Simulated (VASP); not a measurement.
# BN (P6_3/mmc) in VASP: further runs, part 2 of 2

VASP 6.6.1.

**5. Single point, LDA (volume 8.916 Å^3 an atom, c/a of the conventional cell 2.4874)**

INCAR reads:

```
  PREC = Accurate
  ENCUT = 520
  EDIFF = 1E-6
  ISMEAR = 0
  SIGMA = 0.05
  LREAL = F
  LASPH = T
  NELM = 60
  ALGO = Normal
  ISIF = 2
  LWAVE = F
  LCHARG = F
  NBANDS = 16
```

KPOINTS reads:

```
Automatic mesh
0
Gamma
  12 12 4
```

POSCAR reads:

```
BN
1.0
    2.5486953689      0.0000000000      0.0000000000
   -1.2743476845      2.2072349360      0.0000000000
    0.0000000000      0.0000000000      6.3396248606
B N
2 2
Direct
    0.3333333333      0.6666666667      0.2500000000
    0.6666666667      0.3333333333      0.7500000000
    0.3333333333      0.6666666667      0.7500000000
    0.6666666667      0.3333333333      0.2500000000
```

Potentials or basis: VASP PAW LDA potentials, release 64 (B, N).

On the command line:

```sh
> cat potpaw_LDA.64/B/POTCAR potpaw_LDA.64/N/POTCAR > POTCAR
> mpirun -np 1 vasp_std > vasp.out
```

OUTCAR:

```text
PREC = Accurate
   ENCUT = 520
   EDIFF = 1E-6
   ISMEAR = 0
   LREAL = F
   LASPH = T
   NELM = 60
   ISIF = 2

 ion  position               nearest neighbor table
   1  0.333  0.667  0.250-   4 1.47   4 1.47   4 1.47
   2  0.667  0.333  0.750-   3 1.47   3 1.47   3 1.47
   3  0.333  0.667  0.750-   2 1.47   2 1.47   2 1.47
   4  0.667  0.333  0.250-   1 1.47   1 1.47   1 1.47

  LATTYP: Found a hexagonal cell.
 ALAT       =     2.5486953689
 C/A-ratio  =     2.4874000000

  Lattice vectors:

 A1 = (   2.5486953689,   0.0000000000,   0.0000000000)
 A2 = (  -1.2743476845,   2.2072349360,   0.0000000000)
 A3 = (   0.0000000000,   0.0000000000,   6.3396248606)

Analysis of symmetry for initial positions (statically):
=====================================================================
 Subroutine PRICEL returns:
 Original cell was already a primitive cell.

 Routine SETGRP: Setting up the symmetry group for a
 hexagonal supercell.

 Subroutine GETGRP returns: Found 24 space group operations
 (whereof 12 operations were pure point group operations)
 out of a pool of 24 trial point group operations.

The static configuration has the point symmetry D_3d.
 The point group associated with its full space group is D_6h.

Analysis of symmetry for dynamics (positions and initial velocities):
=====================================================================
 Subroutine PRICEL returns:
 Original cell was already a primitive cell.

 Routine SETGRP: Setting up the symmetry group for a
 hexagonal supercell.

 Subroutine GETGRP returns: Found 24 space group operations
 (whereof 12 operations were pure point group operations)
 out of a pool of 24 trial point group operations.

The dynamic configuration has the point symmetry D_3d.
 The point group associated with its full space group is D_6h.

 Subroutine INISYM returns: Found 24 space group operations
 (whereof 12 operations are pure point group operations),
 and found     1 'primitive' translations
[... 121 lines left out ...]
  Fermi-wavevector in a.u.,A,eV,Ry     =   1.253251  2.368301 21.369836  1.570639
  Thomas-Fermi vector in A             =   2.387113
   LORBIT       =      0    0 simple, 1 ext, 2 COOP (PROOUT), +10 PAW based schemes
   GGA     = CA    functional components
   LHFCALC =     F    Hartree Fock is set to
   AEXX    =    0.0000 exact exchange contribution
   IVDW    =     0    specifies the selected vdW correction
   LEPSILON=     F    determine dielectric tensor
   LRPA    =     F    only Hartree local field effects (RPA)
 non-spin polarized calculation
 Gauss-broadening in eV      SIGMA  =   0.05
  energy-cutoff  :      520.00
  volume of cell :       35.66
 maximum number of plane-waves:       983
 NGX is ok and might be reduce to    20
   NGX =  9   NGY =  9   NGZ = 23

 number of electron      16.0000003 magnetization

 Free energy of the ion-electron system (eV)
  ---------------------------------------------------
  ext. energy  EPLUGINS =         0.00000000
  ---------------------------------------------------
  free energy    TOTEN  =       -38.45464855 eV

  energy without entropy =      -38.45464855  energy(sigma->0) =      -38.45464855

 E-fermi :   2.6328     XC(G=0): -10.6928

 val. band max:        2.3650110807   @ k =   0.3333   0.2500   0.0000
 cond. band min:       6.2461442393   @ k =   0.5000   0.0000   0.0000
 fundamental gap:      3.8811331586
 Fermi energy:         2.6328458084

 k-point     1 :       0.0000    0.0000    0.0000
  band No.  band energies     occupation
      1     -15.0393      2.00000
      2     -14.5906      2.00000
      3      -3.9922      2.00000
      4      -1.2128      2.00000
      5       0.9016      2.00000
      6       0.9016      2.00000
[... 433 lines left out ...]
      3      -4.4444      2.00000
      4      -4.3453      2.00000
      5      -1.2411      2.00000
      6      -1.1675      2.00000
[... 8 lines left out ...]
     15      18.5518      0.00000
     16      19.8843      0.00000

 [... further k-points ...]

------------------------ aborting loop because EDIFF is reached ----------------------------------------

  FORCE on cell =-STRESS in cart. coord.  units (eV):
  Direction    XX          YY          ZZ          XY          YZ          ZX
  --------------------------------------------------------------------------------------
  -------------------------------------------------------------------------------------
  Total       -5.3682422     -5.3682422      0.0888843      0.0000000     -0.0000000      0.0000000
  in kB     -241.1640871   -241.1640871      3.9930563      0.0000000     -0.0000000      0.0000000
  external PRESSURE =    -159.4450393 kB  Pullay stress =       0.0000000 kB

 VOLUME and BASIS-vectors are now :
 -----------------------------------------------------------------------------
  energy-cutoff  :      520.00
  volume of cell :       35.66
      direct lattice vectors                 reciprocal lattice vectors
     2.548695369  0.000000000  0.000000000     0.392357601  0.226527766  0.000000000
    -1.274347684  2.207234936  0.000000000     0.000000000  0.453055533  0.000000000
     0.000000000  0.000000000  6.339624861     0.000000000  0.000000000  0.157738040

 POSITION                                       TOTAL-FORCE (eV/Angst)
 -----------------------------------------------------------------------------------
     -0.00000      1.47149      1.58491        -0.000000     -0.000000      0.000000
      1.27435      0.73574      4.75472         0.000000      0.000000      0.000000
     -0.00000      1.47149      4.75472         0.000000      0.000000      0.000000
      1.27435      0.73574      1.58491        -0.000000      0.000000      0.000000
 -----------------------------------------------------------------------------------
    total drift:                               -0.000000      0.000000      0.000000

  FREE ENERGIE OF THE ION-ELECTRON SYSTEM (eV)
  ---------------------------------------------------
  free  energy   TOTEN  =       -38.4546485534 eV

  energy  without entropy=      -38.4546485534  energy(sigma->0) =      -38.45464855
```

stdout:

```text
POSCAR found type information on POSCAR B N
 POSCAR found :  2 types and       4 ions
 scaLAPACK will be used
 LDA part: xc-table for (Slater(with rela. corr.)+CA(PZ))
 , standard interpolation
 POSCAR, INCAR and KPOINTS ok, starting setup
 FFT: planning ... GRIDC
 FFT: planning ... GRID_SOFT
 FFT: planning ... GRID
 WAVECAR not read
 entering main loop
```

Run time: 28 s. Hardware: 1 thread of Intel Xeon 8259CL, shared host; peak memory 0.14 GiB.

Results:

```yaml
Free_energy: -38.4546 eV
Pressure: -15.9 GPa
Band_gap_on_the_k_mesh: 3.88 eV, indirect (least direct gap 4.21 eV)
```

**6. The runs side by side**

```csv
cell,gap on the mesh (eV),pressure (GPa)
"a = 2.526, b = 2.526, c = 6.755 Å, angles 90.0, 90.0, 120.0°, 4 atoms",4.06,-10.1
"a = 2.630, b = 2.630, c = 6.233 Å, angles 90.0, 90.0, 120.0°, 4 atoms",3.72,-33.4
"a = 2.547, b = 2.547, c = 6.647 Å, angles 90.0, 90.0, 120.0°, 4 atoms",3.99,-15.2
"a = 2.549, b = 2.549, c = 6.340 Å, angles 90.0, 90.0, 120.0°, 4 atoms",3.88,-15.9
```

Alike in all rows: task single point; level LDA; potentials or basis VASP PAW LDA potentials, release 64 (B, N); no spin polarisation; k mesh 12 × 12 × 4; cutoff (eV) 520; smearing gaussian 0.05 eV.

Total energies depend on the potentials used, so only differences within one code and one set of settings carry meaning.
